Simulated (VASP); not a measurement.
# ZnS (P6_3mc) in VASP: further runs, part 3 of 3

VASP 6.6.1. Earlier steps stand in the parts before.

## (5) Electric field gradients, PBE (20.39 Å³/atom)

This run uses another cell than the first one, of 20.39 Å³/atom.

Input file INCAR:

```
  PREC = Accurate
  ENCUT = 520
  EDIFF = 1E-8
  ISMEAR = -1
  SIGMA = 0.03
  LREAL = F
  LASPH = T
  NELM = 80
  ALGO = Normal
  ISIF = 2
  LWAVE = F
  LCHARG = F
  GGA = PE
  LEFG = T
  NBANDS = 26
```

Input file KPOINTS:

```
Automatic mesh
0
Gamma
  8 8 5
```

Input file POSCAR:

```
ZnS
1.0
    3.8611492535      0.0000000000      0.0000000000
   -1.9305746268      3.3438533413      0.0000000000
    0.0000000000      0.0000000000      6.3160357234
Zn S
2 2
Direct
    0.3333333333      0.6666666667      0.0000000000
    0.6666666667      0.3333333333      0.5000000000
    0.3333333333      0.6666666667      0.3850000000
    0.6666666667      0.3333333333      0.8850000000
```

Potentials or basis: VASP PAW PBE potentials, release 64 (Zn, S).

The run is started by

```console
$ cat potpaw_PBE.64/Zn/POTCAR potpaw_PBE.64/S/POTCAR > POTCAR
$ mpirun -np 1 vasp_std > vasp.out
```

OUTCAR:

```text
PREC = Accurate
   ENCUT = 520
   EDIFF = 1E-8
   ISMEAR = -1
   LREAL = F
   LASPH = T
   NELM = 80
   ISIF = 2
   GGA = PE

 ion  position               nearest neighbor table
   1  0.333  0.667  0.000-   4 2.34   4 2.34   4 2.34   3 2.43
   2  0.667  0.333  0.500-   3 2.34   3 2.34   3 2.34   4 2.43
   3  0.333  0.667  0.385-   2 2.34   2 2.34   2 2.34   1 2.43
   4  0.667  0.333  0.885-   1 2.34   1 2.34   1 2.34   2 2.43

  LATTYP: Found a hexagonal cell.
 ALAT       =     3.8611492535
 C/A-ratio  =     1.6357916539

  Lattice vectors:

 A1 = (   3.8611492535,   0.0000000000,   0.0000000000)
 A2 = (  -1.9305746268,   3.3438533413,   0.0000000000)
 A3 = (   0.0000000000,   0.0000000000,   6.3160357234)

Analysis of symmetry for initial positions (statically):
=====================================================================
 Subroutine PRICEL returns:
 Original cell was already a primitive cell.

 Routine SETGRP: Setting up the symmetry group for a
 hexagonal supercell.

 Subroutine GETGRP returns: Found 12 space group operations
 (whereof  6 operations were pure point group operations)
 out of a pool of 24 trial point group operations.

The static configuration has the point symmetry C_3v.
 The point group associated with its full space group is C_6v.

Analysis of symmetry for dynamics (positions and initial velocities):
=====================================================================
 Subroutine PRICEL returns:
 Original cell was already a primitive cell.

 Routine SETGRP: Setting up the symmetry group for a
 hexagonal supercell.
[... 168 lines left out ...]
      2     -10.2691      2.00000
      3      -4.4157      2.00000
      4      -4.4157      2.00000
      5      -4.3556      2.00000
      6      -4.3556      2.00000
[... 685 lines left out ...]
     25      10.6839      0.00000
     26      11.1255      0.00000

 [... further k-points ...]
[... 5 lines left out ...]
  --------------------------------------------------------------------------------------
  -------------------------------------------------------------------------------------
  Total        0.0626439      0.0626439     -0.7007304     -0.0000000      0.0000000      0.0000000
  in kB        1.2307812      1.2307812    -13.7674382     -0.0000000      0.0000000      0.0000000
  external PRESSURE =      -3.7686253 kB  Pullay stress =       0.0000000 kB

 VOLUME and BASIS-vectors are now :
 -----------------------------------------------------------------------------
  energy-cutoff  :      520.00
  volume of cell :       81.55
      direct lattice vectors                 reciprocal lattice vectors
     3.861149253  0.000000000  0.000000000     0.258990247  0.149528089  0.000000000
    -1.930574627  3.343853341  0.000000000     0.000000000  0.299056178  0.000000000
     0.000000000  0.000000000  6.316035723     0.000000000  0.000000000  0.158327160

 POSITION                                       TOTAL-FORCE (eV/Angst)
 -----------------------------------------------------------------------------------
     -0.00000      2.22924      0.00000         0.000000      0.000000      0.277565
      1.93057      1.11462      3.15802         0.000000     -0.000000      0.277565
     -0.00000      2.22924      2.43167        -0.000000      0.000000     -0.277565
      1.93057      1.11462      5.58969         0.000000     -0.000000     -0.277565
 -----------------------------------------------------------------------------------
    total drift:                               -0.000000     -0.000000      0.000260

  FREE ENERGIE OF THE ION-ELECTRON SYSTEM (eV)
  ---------------------------------------------------
  free  energy   TOTEN  =       -13.6741978978 eV

  energy  without entropy=      -13.6741978978  energy(sigma->0) =      -13.67419790

 Electric field gradients (V/A^2)
---------------------------------------------------------------------
 ion       V_xx      V_yy      V_zz      V_xy      V_xz      V_yz
---------------------------------------------------------------------
   1      -9.215    -9.220    18.434    -0.004    -0.000     0.000
   2      -9.215    -9.220    18.434    -0.004     0.000    -0.000
   3       3.245     3.245    -6.491    -0.000    -0.000     0.000
   4       3.245     3.245    -6.491    -0.000     0.000    -0.000
---------------------------------------------------------------------

 Electric field gradients after diagonalization (V/A^2)
 (convention: |V_zz| > |V_xx| > |V_yy|)
----------------------------------------------------------------------
 ion       V_xx      V_yy      V_zz     asymmetry (V_yy - V_xx)/ V_zz
----------------------------------------------------------------------
   1      -9.222    -9.212    18.434       0.001
   2      -9.222    -9.212    18.434       0.001
   3       3.246     3.245    -6.491       0.000
   4       3.246     3.245    -6.491       0.000
----------------------------------------------------------------------

           NMR quadrupolar parameters

 Cq : quadrupolar parameter    Cq=e*Q*V_zz/h
 eta: asymmetry parameters     (V_yy - V_xx)/ V_zz
 Q  : nuclear electric quadrupole moment in mb (millibarn)
----------------------------------------------------------------------
 ion       Cq(MHz)       eta       Q (mb)
----------------------------------------------------------------------
   1       0.045       0.001       1.000
   2       0.045       0.001       1.000
   3      -0.016       0.000       1.000
   4      -0.016       0.000       1.000
----------------------------------------------------------------------
```

OSZICAR:

```text
N       E                     dE             d eps       ncg     rms          rms(c)
DAV:   1     0.242996898302E+03    0.24300E+03   -0.17215E+04  1560   0.166E+03
DAV:   2     0.106968512045E+02   -0.23230E+03   -0.22291E+03  1594   0.349E+02
DAV:   3    -0.138985245823E+02   -0.24595E+02   -0.24341E+02  1886   0.112E+02
DAV:   4    -0.145230878564E+02   -0.62456E+00   -0.62278E+00  1816   0.180E+01
DAV:   5    -0.145325795715E+02   -0.94917E-02   -0.94893E-02  1892   0.219E+00    0.923E+00
DAV:   6    -0.136827814103E+02    0.84980E+00   -0.16469E+00  2348   0.363E+01    0.716E+00
DAV:   7    -0.136783311338E+02    0.44503E-02   -0.11498E+00  1678   0.627E+00    0.335E+00
DAV:   8    -0.136731404564E+02    0.51907E-02   -0.35276E-02  1942   0.193E+00    0.899E-01
DAV:   9    -0.136737948399E+02   -0.65438E-03   -0.78627E-03  2094   0.137E+00    0.216E-01
DAV:  10    -0.136739695009E+02   -0.17466E-03   -0.68196E-04  1838   0.325E-01    0.899E-02
DAV:  11    -0.136741956515E+02   -0.22615E-03   -0.37360E-04  1614   0.122E-01    0.565E-02
DAV:  12    -0.136741944220E+02    0.12295E-05   -0.11203E-05  1882   0.261E-02    0.110E-02
DAV:  13    -0.136741978340E+02   -0.34121E-05   -0.56798E-06  1630   0.145E-02    0.327E-03
DAV:  14    -0.136741978488E+02   -0.14761E-07   -0.36893E-07  1948   0.131E-02    0.150E-03
DAV:  15    -0.136741978882E+02   -0.39440E-07   -0.47900E-08  1620   0.328E-03    0.876E-04
DAV:  16    -0.136741978978E+02   -0.95752E-08   -0.17538E-08  1436   0.867E-04
   1 F= -.13674198E+02 E0= -.13674198E+02  d E =-.844352E-11
```

stdout:

```text
POSCAR found type information on POSCAR ZnS
 POSCAR found :  2 types and       4 ions
 scaLAPACK will be used
 LDA part: xc-table for (Slater+PW92), standard interpolation
 POSCAR, INCAR and KPOINTS ok, starting setup
 FFT: planning ... GRIDC
 FFT: planning ... GRID_SOFT
 FFT: planning ... GRID
 WAVECAR not read
 entering main loop
ion   1

ion   2

ion   3

ion   4
```

Wall time 2.3 min (1 thread of Intel Xeon 8259CL, shared host); peak memory 0.22 GiB.

Results:

| Quantity | Value |
| --- | --- |
| Free energy | -13.6742 eV |
| Pressure | -0.4 GPa |
| Largest force | 0.278 eV/Å |
| Band gap on the k mesh | 2.07 eV |
| Largest electric field gradient by atom | Zn +18.4; S -6.5 V/Å² |

Forces on the atoms (eV/Å):
```
Zn   0.000  0.000  0.278
Zn   0.000  0.000  0.278
S    0.000  0.000 -0.278
S    0.000  0.000 -0.278
```

Electric field gradients, principal values (V/Å²):
```tsv
atom	least	middle	greatest (by size)
1 Zn	-9.212	-9.222	18.434
2 Zn	-9.212	-9.222	18.434
3 S	3.245	3.246	-6.491
4 S	3.245	3.246	-6.491
```

Caveat: without QUAD_EFG the Cq values of the log hold for a quadrupole moment of 1 mb, not for the nuclei.

## (6) Overview

| cell | gap on the mesh (eV) | pressure (GPa) | largest force (eV/Å) |
| --- | --- | --- | --- |
| a = 3.733, b = 3.733, c = 6.107 Å, angles 90.0, 90.0, 120.0°, 4 atoms | 2.55 | 8.1 | 0.40 |
| a = 3.824, b = 3.824, c = 6.255 Å, angles 90.0, 90.0, 120.0°, 4 atoms | 2.21 | 1.7 | 0.31 |
| a = 3.861, b = 3.861, c = 6.316 Å, angles 90.0, 90.0, 120.0°, 4 atoms | 2.07 | -0.4 | 0.28 |

Alike in all rows: task electric field gradients; level PBE; potentials or basis VASP PAW PBE potentials, release 64 (Zn, S); no spin polarisation; k mesh 8 × 8 × 5; cutoff (eV) 520; smearing fermi-dirac 0.03 eV.

Caveats: the cell stands under pressure (at least some runs).

Total energies depend on the potentials used, so only differences within one code and one set of settings carry meaning.
